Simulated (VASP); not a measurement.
# Zr (Fd-3m) in VASP: a series of runs, part 2 of 2

VASP 6.6.1.

### 3 Single point, PBEsol (volume scaled by 1.04)

Contents of INCAR:

```
  PREC = Accurate
  ENCUT = 520
  EDIFF = 1E-6
  ISMEAR = -1
  SIGMA = 0.1
  LREAL = False
  LASPH = True
  NELM = 80
  ALGO = Normal
  ISIF = 2
  LWAVE = False
  LCHARG = False
  GGA = PS
  NBANDS = 19
```

Contents of KPOINTS:

```
regular mesh
0
Gamma
  10 10 10
```

Contents of POSCAR:

```
Zr
1.0
    0.0000000000      3.1128971656      3.1128971656
    3.1128971656      0.0000000000      3.1128971656
    3.1128971656      3.1128971656      0.0000000000
Zr
2
Direct
    0.1250000000      0.1250000000      0.1250000000
    0.8750000000      0.8750000000      0.8750000000
```

Potentials or basis: VASP PAW PBE potentials, release 64 (Zr_sv).

Started as:

```bash
> cat potpaw_PBE.64/Zr_sv/POTCAR > POTCAR
> mpirun -np 1 vasp_std > vasp.out
```

OUTCAR:

```text
PREC = Accurate
   ENCUT = 520
   EDIFF = 1E-6
   ISMEAR = -1
   LREAL = False
   LASPH = True
   NELM = 80
   ISIF = 2
   GGA = PS

 ion  position               nearest neighbor table
   1  0.125  0.125  0.125-   2 2.70   2 2.70   2 2.70   2 2.70
   2  0.875  0.875  0.875-   1 2.70   1 2.70   1 2.70   1 2.70

  LATTYP: Found a face centered cubic cell.
 ALAT       =     6.2257943312

  Lattice vectors:

 A1 = (   0.0000000000,   3.1128971656,   3.1128971656)
 A2 = (   3.1128971656,   0.0000000000,   3.1128971656)
 A3 = (   3.1128971656,   3.1128971656,   0.0000000000)

Analysis of symmetry for initial positions (statically):
=====================================================================
 Subroutine PRICEL returns:
 Original cell was already a primitive cell.

 Routine SETGRP: Setting up the symmetry group for a
 face centered cubic supercell.

 Subroutine GETGRP returns: Found 48 space group operations
 (whereof 12 operations were pure point group operations)
 out of a pool of 48 trial point group operations.

The static configuration has the point symmetry D_3d.
 The point group associated with its full space group is O_h .

Analysis of symmetry for dynamics (positions and initial velocities):
=====================================================================
 Subroutine PRICEL returns:
 Original cell was already a primitive cell.

 Routine SETGRP: Setting up the symmetry group for a
 face centered cubic supercell.

 Subroutine GETGRP returns: Found 48 space group operations
 (whereof 12 operations were pure point group operations)
 out of a pool of 48 trial point group operations.

The dynamic configuration has the point symmetry D_3d.
 The point group associated with its full space group is O_h .

 Subroutine INISYM returns: Found 48 space group operations
 (whereof 12 operations are pure point group operations),
 and found     1 'primitive' translations

----------------------------------------------------------------------------------------

                                     Primitive cell

  volume of cell :      60.3287

  direct lattice vectors                    reciprocal lattice vectors
     0.000000000  3.112897166  3.112897166    -0.160622074  0.160622074  0.160622074
     3.112897166  0.000000000  3.112897166     0.160622074 -0.160622074  0.160622074
     3.112897166  3.112897166  0.000000000     0.160622074  0.160622074 -0.160622074

  length of vectors
     4.402301390  4.402301390  4.402301390     0.278205594  0.278205594  0.278205594

  position of ions in fractional coordinates (direct lattice)
     0.125000000  0.125000000  0.125000000
     0.875000000  0.875000000  0.875000000

  ion indices of the primitive-cell ions
   primitive index   ion index
                 1           1
                 2           2

----------------------------------------------------------------------------------------

 KPOINTS: regular mesh

Automatic generation of k-mesh.
 Grid dimensions read from file:
 generate k-points for:   10   10   10

 Generating k-lattice:

  Cartesian coordinates                     Fractional coordinates (reciprocal lattice)
    -0.016062207  0.016062207  0.016062207     0.100000000  0.000000000  0.000000000
     0.016062207 -0.016062207  0.016062207     0.000000000  0.100000000  0.000000000
     0.016062207  0.016062207 -0.016062207     0.000000000  0.000000000  0.100000000

  Length of vectors
     0.027820559  0.027820559  0.027820559

  Shift w.r.t. Gamma in fractional coordinates (k-lattice)
     0.000000000  0.000000000  0.000000000

 Subroutine IBZKPT returns following result:
 ===========================================

 Found     47 irreducible k-points:

 Following reciprocal coordinates:
            Coordinates               Weight
  0.000000  0.000000  0.000000      1.000000
  0.100000  0.000000  0.000000      8.000000
  0.200000  0.000000  0.000000      8.000000
  0.300000  0.000000  0.000000      8.000000
  0.400000  0.000000  0.000000      8.000000
  0.500000  0.000000  0.000000      4.000000
[... 16 lines left out ...]
  0.300000  0.300000  0.000000      6.000000
  0.400000  0.300000  0.000000     24.000000
 [... further k-points ...]
   k-points           NKPTS =     47   k-points in BZ     NKDIM =     47   number of bands    NBANDS=     19
   number of dos      NEDOS =    301   number of ions     NIONS =      2
   total plane-waves  NPLWV =  46656
   dimension x,y,z NGX =    36 NGY =   36 NGZ =   36
   dimension x,y,z NGXF=    72 NGYF=   72 NGZF=   72
   ions per type =               2
   NGX,Y,Z   is equivalent  to a cutoff of  13.59, 13.59, 13.59 a.u.
   NGXF,Y,Z  is equivalent  to a cutoff of  27.19, 27.19, 27.19 a.u.
 SYSTEM =  unknown system
   PREC   = accura    normal or accurate (medium, high low for compatibility)
   ISTART =      0    job   : 0-new  1-cont  2-samecut
   ICHARG =      2    charge: 1-file 2-atom 10-const
   ISPIN  =      1    spin polarized calculation?
   LNONCOLLINEAR =      F non collinear calculations
   LSORBIT =      F    spin-orbit coupling
   LASPH  =      T    aspherical Exc in radial PAW
   ENCUT  =  520.0 eV  38.22 Ry    6.18 a.u.   8.19  8.19  8.19*2*pi/ulx,y,z
   NELM   =     80;   NELMIN=  2; NELMDL= -5     # of ELM steps
   EDIFF  = 0.1E-05   stopping-criterion for ELM
   LREAL  =      F    real-space projection
   EDIFFG = 0.1E-04   stopping-criterion for IOM
   NSW    =      0    number of steps for IOM
   IBRION =     -1    ionic relax: 0-MD 1-quasi-New 2-CG
   NFREE  =      0    steps in history (QN), initial steepest desc. (CG)
   ISIF   =      2    stress and relaxation
   ISYM   =      2    0-nonsym 1-usesym 2-fastsym
   POTIM  = 0.5000    time-step for ionic-motion
   TEBEG  =    0.0;   TEEND  =   0.0 temperature during run
   PSTRESS=    0.0 pullay stress
   NELECT =      24.0000    total number of electrons
   NUPDOWN=      -1.0000    fix difference up-down
   EMIN   =  10.00;   EMAX   =-10.00  energy-range for DOS
   EFERMI =   0.00;   METHOD = LEGACY
   ISMEAR =    -1;   SIGMA  =   0.10  broadening in eV -4-tet -1-fermi 0-gaus
   EFERMI_NEDOS =   21; number of points for ismear=-14 and -15
   IALGO  =     38    algorithm
   IMIX   =      4    mixing-type and parameters
     AMIX     =   0.40;   BMIX     =  1.00
     AMIX_MAG =   1.60;   BMIX_MAG =  1.00
  volume/ion in A,a.u.               =      30.16       203.56
  Fermi-wavevector in a.u.,A,eV,Ry     =   1.204030  2.275286 19.724191  1.449687
  Thomas-Fermi vector in A             =   2.339766
   LORBIT       =      0    0 simple, 1 ext, 2 COOP (PROOUT), +10 PAW based schemes
   GGA     = PS    functional components
   LHFCALC =     F    Hartree Fock is set to
   AEXX    =    0.0000 exact exchange contribution
   IVDW    =     0    specifies the selected vdW correction
   LEPSILON=     F    determine dielectric tensor
   LRPA    =     F    only Hartree local field effects (RPA)
 non-spin polarized calculation
  energy-cutoff  :      520.00
  volume of cell :       60.33
 maximum number of plane-waves:      1660
 NGX is ok and might be reduce to    36
   NGX = 17   NGY = 17   NGZ = 17

 number of electron      24.0000000 magnetization

 Free energy of the ion-electron system (eV)
  ---------------------------------------------------
  ext. energy  EPLUGINS =         0.00000000
  ---------------------------------------------------
  free energy    TOTEN  =       -13.33932528 eV

  energy without entropy =      -13.18599704  energy(sigma->0) =      -13.26266116

 E-fermi :   5.6634     XC(G=0):  -9.7609

 val. band max:        5.6573869338   @ k =   0.1000   0.0000   0.0000
 cond. band min:       5.6736822042   @ k =   0.0000   0.0000   0.0000
 fundamental gap:      0.0162952704
 Fermi energy:         5.6633934522

 k-point     1 :       0.0000    0.0000    0.0000
  band No.  band energies     occupation
      1     -43.1335      2.00000
      2     -42.5137      2.00000
      3     -21.5114      2.00000
      4     -21.5114      2.00000
      5     -21.5114      2.00000
      6     -20.4606      2.00000
[... 11 lines left out ...]
     18      11.2995      0.00000
     19      11.2995      0.00000

 k-point     2 :       0.1000    0.0000    0.0000
  band No.  band energies     occupation
      1     -43.1226      2.00000
      2     -42.5255      2.00000
      3     -21.5248      2.00000
      4     -21.5248      2.00000
      5     -21.5112      2.00000
      6     -20.4609      2.00000
[... 476 lines left out ...]
 k-point    24 :       0.4000    0.3000    0.0000
  band No.  band energies     occupation
      1     -42.9656      2.00000
      2     -42.6911      2.00000
      3     -21.7257      2.00000
      4     -21.7149      2.00000
      5     -21.2351      2.00000
      6     -20.7500      2.00000
[... 11 lines left out ...]
     18       9.2328      0.00000
     19      11.2920      0.00000

 [... further k-points ...]
[... 5 lines left out ...]
  --------------------------------------------------------------------------------------
  -------------------------------------------------------------------------------------
  Total       -0.4902049     -0.4902049     -0.4902049     -0.0000000     -0.0000000     -0.0000000
  in kB      -13.0185880    -13.0185880    -13.0185880     -0.0000000     -0.0000000     -0.0000000
  external PRESSURE =     -13.0185880 kB  Pullay stress =       0.0000000 kB

 VOLUME and BASIS-vectors are now :
 -----------------------------------------------------------------------------
  energy-cutoff  :      520.00
  volume of cell :       60.33
      direct lattice vectors                 reciprocal lattice vectors
     0.000000000  3.112897166  3.112897166    -0.160622074  0.160622074  0.160622074
     3.112897166  0.000000000  3.112897166     0.160622074 -0.160622074  0.160622074
     3.112897166  3.112897166  0.000000000     0.160622074  0.160622074 -0.160622074

 POSITION                                       TOTAL-FORCE (eV/Angst)
 -----------------------------------------------------------------------------------
      0.77822      0.77822      0.77822         0.000000     -0.000000      0.000000
      5.44757      5.44757      5.44757        -0.000000      0.000000     -0.000000
 -----------------------------------------------------------------------------------
    total drift:                               -0.000000      0.000000      0.000000

  FREE ENERGIE OF THE ION-ELECTRON SYSTEM (eV)
  ---------------------------------------------------
  free  energy   TOTEN  =       -13.3393252797 eV

  energy  without entropy=      -13.1859970405  energy(sigma->0) =      -13.26266116
```

It took 24 s on 1 thread of Intel Xeon 6975P-C (Granite Rapids), shared host; peak memory 0.21 GiB.

Results:

```yaml
Free_energy: -13.3393 eV
Pressure: -1.3 GPa
Band_gap_on_the_k_mesh: zero (band 12 reaches 5.74 eV, above the bottom of band 13 at 5.51 eV)
```

Caveat: the cell differs from its parent crystal (volume scaled by 1.04); the PAW data sets were made with another functional, which shifts forces and pressure a little.

### 4 Single point, PBEsol (volume scaled by 1.12)

Contents of INCAR:

```
PREC = Accurate
ENCUT = 520
EDIFF = 1E-6
ISMEAR = -1
SIGMA = 0.1
LREAL = F
LASPH = T
NELM = 80
ALGO = Normal
ISIF = 2
LWAVE = F
LCHARG = F
GGA = PS
NBANDS = 19
```

Contents of KPOINTS:

```
Automatic mesh
0
Gamma
  10 10 10
```

Contents of POSCAR:

```
Zr
1.0
    0.0000000000      3.1907516450      3.1907516450
    3.1907516450      0.0000000000      3.1907516450
    3.1907516450      3.1907516450      0.0000000000
Zr
2
Direct
    0.1250000000      0.1250000000      0.1250000000
    0.8750000000      0.8750000000      0.8750000000
```

Potentials or basis: VASP PAW PBE potentials, release 64 (Zr_sv).

Started as:

```bash
> cat potpaw_PBE.64/Zr_sv/POTCAR > POTCAR
> mpirun -np 1 vasp_std > vasp.out
```

OUTCAR:

```text
PREC = Accurate
   ENCUT = 520
   EDIFF = 1E-6
   ISMEAR = -1
   LREAL = F
   LASPH = T
   NELM = 80
   ISIF = 2
   GGA = PS

 ion  position               nearest neighbor table
   1  0.125  0.125  0.125-   2 2.76   2 2.76   2 2.76   2 2.76
   2  0.875  0.875  0.875-   1 2.76   1 2.76   1 2.76   1 2.76

  LATTYP: Found a face centered cubic cell.
 ALAT       =     6.3815032900

  Lattice vectors:

[... 188 lines left out ...]
  band No.  band energies     occupation
      1     -43.7670      2.00000
      2     -43.2851      2.00000
      3     -22.0991      2.00000
      4     -22.0991      2.00000
      5     -22.0991      2.00000
      6     -21.2219      2.00000
[... 505 lines left out ...]
      6     -21.4646      2.00000
[... 11 lines left out ...]
     18       8.3929      0.00000
     19      10.2803      0.00000

 [... further k-points ...]
[... 5 lines left out ...]
  --------------------------------------------------------------------------------------
  -------------------------------------------------------------------------------------
  Total       -1.4226660     -1.4226660     -1.4226660      0.0000000      0.0000000      0.0000000
  in kB      -35.0836304    -35.0836304    -35.0836304      0.0000000      0.0000000      0.0000000
  external PRESSURE =     -35.0836304 kB  Pullay stress =       0.0000000 kB

 VOLUME and BASIS-vectors are now :
 -----------------------------------------------------------------------------
  energy-cutoff  :      520.00
  volume of cell :       64.97
      direct lattice vectors                 reciprocal lattice vectors
     0.000000000  3.190751645  3.190751645    -0.156702889  0.156702889  0.156702889
     3.190751645  0.000000000  3.190751645     0.156702889 -0.156702889  0.156702889
     3.190751645  3.190751645  0.000000000     0.156702889  0.156702889 -0.156702889

 POSITION                                       TOTAL-FORCE (eV/Angst)
 -----------------------------------------------------------------------------------
      0.79769      0.79769      0.79769         0.000000     -0.000000      0.000000
      5.58382      5.58382      5.58382        -0.000000      0.000000     -0.000000
 -----------------------------------------------------------------------------------
    total drift:                               -0.000000      0.000000      0.000000

  FREE ENERGIE OF THE ION-ELECTRON SYSTEM (eV)
  ---------------------------------------------------
  free  energy   TOTEN  =       -13.2691975352 eV

  energy  without entropy=      -13.0982924754  energy(sigma->0) =      -13.18374501
```

Wall time 23 s (1 thread of Intel Xeon 6975P-C (Granite Rapids), shared host); peak memory 0.22 GiB.

What came out:

```
Free energy            : -13.2692 eV
Pressure               : -3.5 GPa
Band gap on the k mesh : zero (band 12 reaches 5.11 eV, above the bottom of band 13 at 4.94 eV)
```

Caveat: the cell differs from its parent crystal (volume scaled by 1.12); the PAW data sets were made with another functional, which shifts forces and pressure a little.

### 5 Relaxation of cell and atoms, PBEsol

This run uses another cell than the first one, of 31.43 Å³/atom, 1.129 times its volume.

Contents of INCAR:

```
  PREC = Accurate
  ENCUT = 600
  EDIFF = 1E-7
  ISMEAR = -1
  SIGMA = 0.1
  LREAL = F
  LASPH = T
  NELM = 100
  ALGO = Normal
  ISIF = 3
  LWAVE = F
  LCHARG = F
  GGA = PS
  IBRION = 2
  NSW = 80
  EDIFFG = -0.01
```

Contents of KPOINTS:

```
Automatic mesh
0
Gamma
  9 9 9
```

Contents of POSCAR:

```
Zr
1.0
    0.0000000000      3.1558057739      3.1558057739
    3.1558057739      0.0000000000      3.1558057739
    3.1558057739      3.1558057739      0.0000000000
Zr
2
Direct
    0.1250000000      0.1250000000      0.1250000000
    0.8750000000      0.8750000000      0.8750000000
```

Started as:

```bash
> cat potpaw_PBE.64/Zr_sv/POTCAR > POTCAR
> mpirun -np 1 vasp_std > vasp.out
```

It took 37 s on 1 thread of Intel Xeon 6975P-C (Granite Rapids), shared host; peak memory 0.22 GiB.

Results (log left out):

```yaml
Free_energy: -13.3500 eV
Relaxed_volume: 29.14 Å³/atom
Relaxed_cell: a = 4.352 Å, b = 4.352 Å, c = 4.352 Å, α = 60.00°, β = 60.00°, γ = 60.00°
Space_group_after_relaxing_to_0.05_Å: Fd-3m (No. 227)
Energy_gained_by_relaxing: 19.9 meV/atom
Ionic_steps: 2
Pressure_after_relaxing: 0.0 GPa
Band_gap_on_the_k_mesh: zero (band 12 reaches 6.05 eV, above the bottom of band 13 at 5.85 eV)
```

The path:
| step | energy change (eV) | largest force (eV/Å) | pressure (GPa) | volume (Å³) |
| --- | --- | --- | --- | --- |
| 1 | 0.0000 | 0.0000 | -2.63 | 62.86 |
| 2 | -0.0399 | 0.0000 | -0.04 | 58.29 |

Final structure:
```
CELL_PARAMETERS angstrom
0.00000 3.07739 3.07739
3.07739 0.00000 3.07739
3.07739 3.07739 0.00000
ATOMIC_POSITIONS crystal
Zr 0.12500 0.12500 0.12500
Zr 0.87500 0.87500 0.87500
```

Levels at points of the mesh, in eV from the Fermi level:
```tsv
k point	band 10	band 11	band 12	band 13	band 14	band 15
(0.00, 0.00, 0.00)	-0.94	-0.94	0.01	0.01	0.01	2.24
```

Caveat: the PAW data sets were made with another functional, which shifts forces and pressure a little.

### 6 Summary

```tsv
task	cell	k mesh	cutoff (eV)	gap on the mesh (eV)	pressure (GPa)
single point	a = 4.286 Å, angles 60.0°, 2 atoms	10 × 10 × 10	520	none	1.7
single point	a = 4.402 Å, angles 60.0°, 2 atoms	10 × 10 × 10	520	none	-1.3
single point	a = 4.512 Å, angles 60.0°, 2 atoms	10 × 10 × 10	520	none	-3.5
relaxation of cell and atoms	relaxed from a = 4.463 Å, angles 60.0°, 2 atoms	9 × 9 × 9	600	none	0.0
```

Alike in all rows: level PBEsol; potentials or basis VASP PAW PBE potentials, release 64 (Zr_sv); no spin polarisation; smearing fermi-dirac 0.1 eV.

Caveats: the PAW data sets were made with another functional, which shifts forces and pressure a little.

Absolute energies hang on the potentials; compare differences alone.
